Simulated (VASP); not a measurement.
# Cr (Im-3m) in VASP: further runs

Cr is run at these levels: r2SCAN; tasks: single point.

Program: VASP 6.6.1. These are calculated values, not measurements. Logs are shortened: lines on timing, memory, paths and dates and some standing lists are left out, and cuts for length are marked.

### 1 The cell of the first run

It takes space group Im-3m (No. 229, cubic). The conventional cell has a = 2.830 Å, b = 2.830 Å, c = 2.830 Å, α = 90.00°, β = 90.00°, γ = 90.00°. Within 3.2 Å of Cr (site symmetry m-3m) lie 14 Cr at 2.45 to 2.83 Å.

### 2 Single point, r2SCAN, collinear spin, ferromagnetic start

The input, POSCAR:

```
Cr
1.0
   -1.4148813462      1.4148813462      1.4148813462
    1.4148813462     -1.4148813462      1.4148813462
    1.4148813462      1.4148813462     -1.4148813462
Cr
1
Direct
    0.0000000000      0.0000000000      0.0000000000
```

The input, INCAR.step1:

```
  ALGO = Normal
  EDIFF = 1E-4
  ENCUT = 520
  GGA = PE
  ISMEAR = 0
  ISPIN = 2
  LASPH = True
  LCHARG = False
  LMAXMIX = 4
  LREAL = False
  LWAVE = True
  MAGMOM = 1.5
  NBANDS = 16
  NELM = 150
  PREC = Accurate
  SIGMA = 0.6
```

The input, INCAR.step2:

```
  ALGO = Normal
  EDIFF = 1E-6
  ENCUT = 520
  ISIF = 2
  ISMEAR = 0
  ISPIN = 2
  ISTART = 1
  LASPH = True
  LCHARG = False
  LMAXMIX = 4
  LMIXTAU = True
  LORBIT = 11
  LREAL = False
  LWAVE = False
  MAGMOM = 1.5
  METAGGA = R2SCAN
  NBANDS = 16
  NELM = 150
  PREC = Accurate
  SIGMA = 0.6
```

The input, KPOINTS:

```
k-points
0
Gamma
  15 15 15
```

Potentials or basis: VASP PAW PBE potentials, release 64 (Cr_pv).

Launch:

```bash
> cat potpaw_PBE.64/Cr_pv/POTCAR > POTCAR
> cp INCAR.step1 INCAR
> mpirun -np 1 vasp_std > vasp.out
> cp INCAR.step2 INCAR
> mpirun -np 1 vasp_std > vasp.out
```

OUTCAR:

```text
EDIFF = 1E-6
   ENCUT = 520
   ISIF = 2
   ISMEAR = 0
   ISPIN = 2
   ISTART = 1
   LASPH = True
   LORBIT = 11
   LREAL = False
   METAGGA = R2SCAN
   NELM = 150
   PREC = Accurate

 ion  position               nearest neighbor table
   1  0.000  0.000  0.000-

  LATTYP: Found a body centered cubic cell.
 ALAT       =     2.8297626924

  Lattice vectors:

 A1 = (  -1.4148813462,   1.4148813462,   1.4148813462)
 A2 = (   1.4148813462,  -1.4148813462,   1.4148813462)
 A3 = (   1.4148813462,   1.4148813462,  -1.4148813462)

Analysis of symmetry for initial positions (statically):
=====================================================================
 Subroutine PRICEL returns:
 Original cell was already a primitive cell.

 Routine SETGRP: Setting up the symmetry group for a
 body centered cubic supercell.

 Subroutine GETGRP returns: Found 48 space group operations
 (whereof 48 operations were pure point group operations)
 out of a pool of 48 trial point group operations.

The static configuration has the point symmetry O_h .

Analysis of symmetry for dynamics (positions and initial velocities):
=====================================================================
 Subroutine PRICEL returns:
 Original cell was already a primitive cell.

 Routine SETGRP: Setting up the symmetry group for a
 body centered cubic supercell.

 Subroutine GETGRP returns: Found 48 space group operations
 (whereof 48 operations were pure point group operations)
 out of a pool of 48 trial point group operations.

The dynamic configuration has the point symmetry O_h .

Analysis of structural, dynamic, and magnetic symmetry:
=====================================================================
 Subroutine PRICEL returns:
 Original cell was already a primitive cell.

 Routine SETGRP: Setting up the symmetry group for a
 body centered cubic supercell.

 Subroutine GETGRP returns: Found 48 space group operations
 (whereof 48 operations were pure point group operations)
 out of a pool of 48 trial point group operations.

The overall configuration has the point symmetry O_h .

 Subroutine INISYM returns: Found 48 space group operations
 (whereof 48 operations are pure point group operations),
 and found     1 'primitive' translations

----------------------------------------------------------------------------------------

                                     Primitive cell

  volume of cell :      11.3297

  direct lattice vectors                    reciprocal lattice vectors
    -1.414881346  1.414881346  1.414881346     0.000000000  0.353386523  0.353386523
     1.414881346 -1.414881346  1.414881346     0.353386523  0.000000000  0.353386523
     1.414881346  1.414881346 -1.414881346     0.353386523  0.353386523  0.000000000

  length of vectors
     2.450646378  2.450646378  2.450646378     0.499764014  0.499764014  0.499764014

  position of ions in fractional coordinates (direct lattice)
     0.000000000  0.000000000  0.000000000

  ion indices of the primitive-cell ions
   primitive index   ion index
                 1           1

----------------------------------------------------------------------------------------

 KPOINTS: k-points

Automatic generation of k-mesh.
 Grid dimensions read from file:
 generate k-points for:   15   15   15

 Generating k-lattice:

  Cartesian coordinates                     Fractional coordinates (reciprocal lattice)
     0.000000000  0.023559102  0.023559102     0.066666667  0.000000000  0.000000000
     0.023559102  0.000000000  0.023559102     0.000000000  0.066666667  0.000000000
     0.023559102  0.023559102  0.000000000     0.000000000  0.000000000  0.066666667

  Length of vectors
     0.033317601  0.033317601  0.033317601

  Shift w.r.t. Gamma in fractional coordinates (k-lattice)
     0.000000000  0.000000000  0.000000000

 Subroutine IBZKPT returns following result:
 ===========================================

 Found    120 irreducible k-points:

 Following reciprocal coordinates:
            Coordinates               Weight
  0.000000  0.000000  0.000000      1.000000
  0.066667  0.000000  0.000000     12.000000
  0.133333  0.000000  0.000000     12.000000
  0.200000  0.000000  0.000000     12.000000
  0.266667  0.000000  0.000000     12.000000
  0.333333  0.000000  0.000000     12.000000
[... 16 lines left out ...]
  0.333333  0.200000  0.000000     48.000000
  0.400000  0.200000 -0.000000     24.000000
 [... further k-points ...]
   k-points           NKPTS =    120   k-points in BZ     NKDIM =    120   number of bands    NBANDS=     16
   number of dos      NEDOS =    301   number of ions     NIONS =      1
   total plane-waves  NPLWV =   5832
   dimension x,y,z NGX =    18 NGY =   18 NGZ =   18
   dimension x,y,z NGXF=    36 NGYF=   36 NGZF=   36
   ions per type =               1
   NGX,Y,Z   is equivalent  to a cutoff of  12.21, 12.21, 12.21 a.u.
   NGXF,Y,Z  is equivalent  to a cutoff of  24.42, 24.42, 24.42 a.u.
 SYSTEM =  unknown system
   PREC   = accura    normal or accurate (medium, high low for compatibility)
   ISTART =      1    job   : 0-new  1-cont  2-samecut
   ICHARG =      0    charge: 1-file 2-atom 10-const
   ISPIN  =      2    spin polarized calculation?
   LNONCOLLINEAR =      F non collinear calculations
   LSORBIT =      F    spin-orbit coupling
   LASPH  =      T    aspherical Exc in radial PAW
   ENCUT  =  520.0 eV  38.22 Ry    6.18 a.u.   4.56  4.56  4.56*2*pi/ulx,y,z
   NELM   =    150;   NELMIN=  2; NELMDL=  0     # of ELM steps
   EDIFF  = 0.1E-05   stopping-criterion for ELM
   LREAL  =      F    real-space projection
   EDIFFG = 0.1E-04   stopping-criterion for IOM
   NSW    =      0    number of steps for IOM
   IBRION =     -1    ionic relax: 0-MD 1-quasi-New 2-CG
   NFREE  =      0    steps in history (QN), initial steepest desc. (CG)
   ISIF   =      2    stress and relaxation
   ISYM   =      2    0-nonsym 1-usesym 2-fastsym
   POTIM  = 0.5000    time-step for ionic-motion
   TEBEG  =    0.0;   TEEND  =   0.0 temperature during run
   PSTRESS=    0.0 pullay stress
   NELECT =      12.0000    total number of electrons
   NUPDOWN=      -1.0000    fix difference up-down
   EMIN   =  10.00;   EMAX   =-10.00  energy-range for DOS
   EFERMI =   0.00;   METHOD = LEGACY
   ISMEAR =     0;   SIGMA  =   0.60  broadening in eV -4-tet -1-fermi 0-gaus
   EFERMI_NEDOS =   21; number of points for ismear=-14 and -15
   IALGO  =     38    algorithm
   IMIX   =      4    mixing-type and parameters
     AMIX     =   0.40;   BMIX     =  1.00
     AMIX_MAG =   1.60;   BMIX_MAG =  1.00
  volume/ion in A,a.u.               =      11.33        76.46
  Fermi-wavevector in a.u.,A,eV,Ry     =   1.668765  3.153509 37.889194  2.784777
  Thomas-Fermi vector in A             =   2.754555
   LORBIT       =     11    0 simple, 1 ext, 2 COOP (PROOUT), +10 PAW based schemes
   METAGGA = R2SCAN    functional components
   LHFCALC =     F    Hartree Fock is set to
   AEXX    =    0.0000 exact exchange contribution
   IVDW    =     0    specifies the selected vdW correction
   LEPSILON=     F    determine dielectric tensor
   LRPA    =     F    only Hartree local field effects (RPA)
 spin polarized calculation
 Gauss-broadening in eV      SIGMA  =   0.60
  energy-cutoff  :      520.00
  volume of cell :       11.33
 maximum number of plane-waves:       321
   NGX =  9   NGY =  9   NGZ =  9

 number of electron      12.0000006 magnetization      -0.0000005

 number of electron      12.0000006 magnetization       0.0000020

 Free energy of the ion-electron system (eV)
  ---------------------------------------------------
  ext. energy  EPLUGINS =         0.00000000
  ---------------------------------------------------
  free energy    TOTEN  =       -14.86513709 eV

  energy without entropy =      -14.73643144  energy(sigma->0) =      -14.80078427

 E-fermi :  11.1464     XC(G=0): -15.1092

 val. band max:       11.1323135343   @ k =   0.4000   0.0000   0.0000
 cond. band min:      11.1600749919   @ k =  -0.3333   0.4000   0.2667
 fundamental gap:      0.0277614576
 Fermi energy:        11.1464014490

 spin component 1

 k-point     1 :       0.0000    0.0000    0.0000
  band No.  band energies     occupation
      1     -33.0843      1.00000
      2     -33.0843      1.00000
      3     -33.0843      1.00000
      4       2.7073      1.00000
      5      10.2305      0.98457
      6      10.2306      0.98456
[... 8 lines left out ...]
     15      42.5765      0.00000
     16      47.3926      0.00000
[... 419 lines left out ...]
 k-point    24 :       0.4000    0.2000   -0.0000
  band No.  band energies     occupation
      1     -33.9766      1.00000
      2     -33.5472      1.00000
      3     -33.1854      1.00000
      4       7.3916      1.00000
      5       8.6602      1.00000
      6       9.9657      0.99731
[... 8 lines left out ...]
     15      41.9295      0.00000
     16      47.4538      0.00000

 [... further k-points ...]

 spin component 2

 k-point     1 :       0.0000    0.0000    0.0000
  band No.  band energies     occupation
      1     -33.0843      1.00000
      2     -33.0843      1.00000
      3     -33.0843      1.00000
      4       2.7073      1.00000
      5      10.2305      0.98457
      6      10.2306      0.98456
[... 8 lines left out ...]
     15      42.5765      0.00000
     16      47.3927      0.00000
[... 419 lines left out ...]
 k-point    24 :       0.4000    0.2000   -0.0000
  band No.  band energies     occupation
      1     -33.9766      1.00000
      2     -33.5472      1.00000
      3     -33.1854      1.00000
      4       7.3916      1.00000
      5       8.6602      1.00000
      6       9.9657      0.99731
[... 8 lines left out ...]
     15      41.9295      0.00000
     16      47.4538      0.00000

 [... further k-points ...]

------------------------ aborting loop because EDIFF is reached ----------------------------------------

  FORCE on cell =-STRESS in cart. coord.  units (eV):
  Direction    XX          YY          ZZ          XY          YZ          ZX
  --------------------------------------------------------------------------------------
  -------------------------------------------------------------------------------------
  Total        0.0871950      0.0871950      0.0871950      0.0000000      0.0000000     -0.0000000
  in kB       12.3305347     12.3305347     12.3305347      0.0000000      0.0000000     -0.0000000
  external PRESSURE =      12.3305347 kB  Pullay stress =       0.0000000 kB

 VOLUME and BASIS-vectors are now :
 -----------------------------------------------------------------------------
  energy-cutoff  :      520.00
  volume of cell :       11.33
      direct lattice vectors                 reciprocal lattice vectors
    -1.414881346  1.414881346  1.414881346     0.000000000  0.353386523  0.353386523
     1.414881346 -1.414881346  1.414881346     0.353386523  0.000000000  0.353386523
     1.414881346  1.414881346 -1.414881346     0.353386523  0.353386523  0.000000000

 POSITION                                       TOTAL-FORCE (eV/Angst)
 -----------------------------------------------------------------------------------
      0.00000      0.00000      0.00000         0.000000      0.000000      0.000000
 -----------------------------------------------------------------------------------
    total drift:                                0.000000     -0.000000      0.000000

  FREE ENERGIE OF THE ION-ELECTRON SYSTEM (eV)
  ---------------------------------------------------
  free  energy   TOTEN  =       -14.8651370932 eV

  energy  without entropy=      -14.7364314434  energy(sigma->0) =      -14.80078427

 total charge

# of ion       s       p       d       tot
------------------------------------------
    1        0.692   6.433   4.198  11.322

 magnetization (x)

# of ion       s       p       d       tot
------------------------------------------
    1        0.000  -0.000   0.000   0.000
```

Wall time 82 s (1 thread of AMD EPYC 9R45 (Zen 5), shared host); peak memory 0.11 GiB.

Results:

```
Free energy                                           : -14.8651 eV
Pressure                                              : 1.2 GPa
Band gap on the k mesh                                : zero (filled and empty bands overlap)
Net moment                                            : 0.00 μB per cell
Valence electrons inside the program's atomic spheres : Cr 11.32
```

Caveat: so wide a smearing shifts energies and pressures; the moments typed at the start vanished in this run; the PAW data sets were made with another functional, which shifts forces and pressure a little.

### 3 Single point, r2SCAN, collinear spin, ferromagnetic start

POSCAR is that of step 2.

The input, INCAR.step1:

```
PREC = Accurate
ENCUT = 520
ISMEAR = 0
SIGMA = 1.0
LREAL = False
LASPH = True
NELM = 150
ISPIN = 2
MAGMOM = 1.5
LMAXMIX = 4
NBANDS = 16
GGA = PE
ALGO = Normal
EDIFF = 1E-4
LWAVE = True
LCHARG = False
```

The input, INCAR.step2:

```
PREC = Accurate
ENCUT = 520
EDIFF = 1E-6
ISMEAR = 0
SIGMA = 1.0
LREAL = False
LASPH = True
NELM = 150
ALGO = Normal
ISIF = 2
LWAVE = False
LCHARG = True
ISPIN = 2
MAGMOM = 1.5
LORBIT = 11
LMAXMIX = 4
METAGGA = R2SCAN
LMIXTAU = True
LELF = True
LVHAR = True
NBANDS = 16
ISTART = 1
```

The input, KPOINTS:

```
regular mesh
0
Gamma
  15 15 15
```

Potentials or basis: VASP PAW PBE potentials, release 64 (Cr_pv).

Launch:

```bash
> cat potpaw_PBE.64/Cr_pv/POTCAR > POTCAR
> cp INCAR.step1 INCAR
> mpirun -np 1 vasp_std > vasp.out
> cp INCAR.step2 INCAR
> mpirun -np 1 vasp_std > vasp.out
```

Wall time 92 s (1 thread of AMD EPYC 9R45 (Zen 5), shared host); peak memory 0.12 GiB.

It converged, with:

```yaml
Free_energy: -14.9964 eV
Pressure: 4.2 GPa
Band_gap_on_the_k_mesh: zero (filled and empty bands overlap)
Net_moment: 0.00 μB per cell
Valence_electrons_inside_the_program's_atomic_spheres: Cr 11.32
```

Levels at points of the mesh, in eV from the Fermi level:
Spin up:
```csv
k point,band 3,band 4,band 5,band 6,band 7,band 8,band 9,band 10
"(0.00, 0.00, 0.00)",-44.15,-8.41,-0.84,-0.84,-0.84,1.56,1.56,3.39
```
Spin down:
```
           k point  band 2  band 3  band 4  band 5  band 6  band 7  band 8  band 9  band 10  band 11
(0.00, 0.00, 0.00)  -44.15  -44.15   -8.41   -0.84   -0.84   -0.84    1.56    1.56     3.39    23.31
```

Caveat: the cell stands under pressure; so wide a smearing shifts energies and pressures; the moments typed at the start vanished in this run; the PAW data sets were made with another functional, which shifts forces and pressure a little.

### 4 Single point, r2SCAN, collinear spin, ferromagnetic start

POSCAR is that of step 3.

Changes to INCAR.step1 since step 3:

```diff
@@ -2,4 +2,4 @@
 ENCUT = 520
-ISMEAR = 0
-SIGMA = 1.0
+ISMEAR = 1
+SIGMA = 0.01
 LREAL = False
```

Changes to INCAR.step2 since step 3:

```diff
@@ -3,4 +3,4 @@
 EDIFF = 1E-6
-ISMEAR = 0
-SIGMA = 1.0
+ISMEAR = 1
+SIGMA = 0.01
 LREAL = False
```

KPOINTS is that of step 3.

Launch:

```bash
> cat potpaw_PBE.64/Cr_pv/POTCAR > POTCAR
> cp INCAR.step1 INCAR
> mpirun -np 1 vasp_std > vasp.out
> cp INCAR.step2 INCAR
> mpirun -np 1 vasp_std > vasp.out
```

It took 93 s on 1 thread of AMD EPYC 9R45 (Zen 5), shared host; peak memory 0.12 GiB.

The run converged. Its results:

```
Free energy                                           : -14.7991 eV
Pressure                                              : 0.5 GPa
Band gap on the k mesh                                : zero (filled and empty bands overlap)
Net moment                                            : -0.01 μB per cell
Valence electrons inside the program's atomic spheres : Cr 11.32
```

Levels at points of the mesh, in eV from the Fermi level:
Spin up:
```tsv
k point	band 2	band 3	band 4	band 5	band 6	band 7	band 8	band 9	band 10	band 11
(0.00, 0.00, 0.00)	-44.28	-44.28	-8.47	-0.96	-0.96	-0.96	1.46	1.46	3.24	23.27
```
Spin down:
```
           k point  band 3  band 4  band 5  band 6  band 7  band 8  band 9  band 10
(0.00, 0.00, 0.00)  -44.29   -8.48   -0.98   -0.98   -0.98    1.46    1.46     3.23
```

Caveat: the moments typed at the start vanished in this run; the PAW data sets were made with another functional, which shifts forces and pressure a little.

[end of part 1 of 2]

The gap in the log of VASP goes by the Fermi energy; the results here count the filled bands.